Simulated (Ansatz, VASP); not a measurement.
## Two plane-wave programs on ScW3

```
Sc W
1.0
     0.00000    3.27766    3.27766
     3.27766    0.00000    3.27766
     3.27766    3.27766    0.00000
Sc W
1 3
Direct
  0.00000 0.00000 0.00000
  0.25000 0.25000 0.25000
  0.75000 0.75000 0.75000
  0.50000 0.50000 0.50000
```

Change from the starting cell: species swapped into the ZnCo3 type (Fm-3m, No. 225).

Alike in both runs: task relaxation of cell and atoms; functional PBE; k mesh 4 × 4 × 4; occupations gaussian, width 0.1 eV; no spin polarisation.

```csv
,VASP,Ansatz
version,VASP 6.6.1,Ansatz 0.2.0
potentials or method,"VASP PAW PBE potentials, release 64 (Sc_sv, W_sv), cutoff 600 eV","scalar-relativistic, plane waves, PAW"
valence electrons in the cell,53,53
```

|  | VASP | Ansatz | Ansatz less VASP |
| --- | --- | --- | --- |
| gap on the k mesh at the Fermi level, each at its own relaxed structure (eV) | none | none | - |
| relaxed volume (Å³/atom) | 17.00 | 16.94 | -0.060 |
| relaxed cell length with the largest relative difference (Å) | 4.581 | 4.576 | -0.0054 |

A gap of «none» marks a metal or a gap that the smearing closes.

The k mesh is coarse, so the values compare programs but aren't converged. Spin-orbit coupling is off throughout.
